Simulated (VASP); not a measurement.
A run of VASP 6.6.1 is set up as follows.

INCAR

```
SYSTEM = Ge2Sb2Te5
  PREC = Accurate
  ENCUT = 520
  EDIFF = 1E-7
  ISMEAR = 0
  SIGMA = 0.03
  LREAL = .FALSE.
  LASPH = .TRUE.
  NELM = 80
  ALGO = Normal
  ISIF = 2
  LWAVE = .FALSE.
  LCHARG = .TRUE.
  GGA = PE
  LELF = .TRUE.
  LVHAR = .TRUE.
  NBANDS = 44
```

Contents of KPOINTS:

```
Automatic mesh
0
G
  9 9 2
  0 0 0
```

File POSCAR:

```
Ge2Sb2Te5
1.0
    4.2639992940      0.0000000000      0.0000000000
   -2.1319996470      3.6927317103      0.0000000000
    0.0000000000      0.0000000000     18.0865499662
Ge Sb Te
2 2 5
Direct
    0.0000000000      0.0000000000      0.3314713560
    0.0000000000      0.0000000000      0.6685286440
    0.3333333333      0.6666666667      0.1121550832
    0.6666666667      0.3333333333      0.8878449168
    0.0000000000      0.0000000000      0.0000000000
    0.3333333333      0.6666666667      0.7913602895
    0.6666666667      0.3333333333      0.2086397105
    0.3333333333      0.6666666667      0.4097504733
    0.6666666667      0.3333333333      0.5902495267
```

Potentials or basis: VASP PAW PBE potentials, release 64 (Ge_d, Sb, Te).

Command:

```bash
$ cat potpaw_PBE.64/Ge_d/POTCAR potpaw_PBE.64/Sb/POTCAR potpaw_PBE.64/Te/POTCAR > POTCAR
$ mpirun -np 1 vasp_std > vasp.out
```

Question: Predict the largest force.

Answer: 0.020 eV/Å.

Question: What does it give for the band gap on the k mesh?

Answer: 0.17 eV (least direct gap 0.25 eV).

Question: Estimate the pressure.

Answer: 0.0 GPa.

Forces in eV/Å, atoms in the order of the input:
```
Ge   0.000  0.000 -0.018
Ge   0.000  0.000  0.018
Sb   0.000  0.000 -0.020
Sb   0.000  0.000  0.020
Te   0.000  0.000  0.000
Te   0.000  0.000 -0.017
Te   0.000  0.000  0.017
Te   0.000  0.000  0.015
Te   0.000  0.000 -0.015
```

Caveat: spin-orbit coupling is left out, which moves the levels of the heavy elements; an odd mesh through Γ misses points on the zone boundary, where band edges can lie; this functional lacks dispersion, which binds the layers, so the pressure and a relaxed spacing across them are unreliable.
